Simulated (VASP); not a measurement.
# Ga2O3: single point with r2SCAN

Crystal: Ga2O3.

```
Ga O
1.0
     2.99095    0.00000    0.00000
    -1.49547    2.59024    0.00000
     0.00000    0.00000    6.84579
Ga O
2 3
Direct
  0.33333 0.66667 0.20392
  0.66667 0.33333 0.79608
  0.00000 0.00000 0.00000
  0.33333 0.66667 0.69160
  0.66667 0.33333 0.30840
```

```json
{"Program": "VASP 6.6.1", "Task": "single point", "Functional": "r2SCAN", "Potentials or basis": "VASP PAW PBE potentials, release 64 (Ga_d, O)", "Cutoff": "520 eV", "k mesh": "12 × 12 × 4", "Occupations": "gaussian, width 0.01 eV", "Spin": "no spin polarisation"}
```

```
Pressure               : 1.8 GPa
Largest force          : 0.111 eV/Å
Band gap on the k mesh : 3.09 eV, direct
```

Forces on the atoms (eV/Å):
```
Ga   0.000  0.000 -0.048
Ga   0.000  0.000  0.048
O    0.000  0.000  0.000
O    0.000  0.000 -0.111
O    0.000  0.000  0.111
```

Stress tensor (GPa, compression positive):
```
2.44 0.00 0.00
0.00 2.44 0.00
0.00 0.00 0.66
```

Levels at points of the mesh, in eV from the valence-band top:
```tsv
k point	band 19	band 20	band 21	band 22	band 23	band 24	band 25	band 26
(0.00, 0.00, 0.00)	-1.09	-0.91	-0.91	0.00	3.09	6.36	7.31	12.29
(0.50, 0.00, 0.00)	-1.91	-1.52	-0.79	-0.67	5.09	8.42	8.89	10.91
(0.00, 0.00, 0.50)	-1.01	-1.01	-0.94	-0.94	4.06	5.67	7.34	11.89
(0.50, 0.00, 0.50)	-2.19	-1.85	-0.72	-0.28	5.33	8.25	8.28	11.30
```

Run time: 8.8 min on 1 thread of AMD EPYC 7R13 Processor (Zen 3), with other jobs on the host, peak memory 0.21 GiB.

Caveat: the PAW data sets were made with another functional, which shifts forces and pressure a little. A k mesh can miss the band edges.
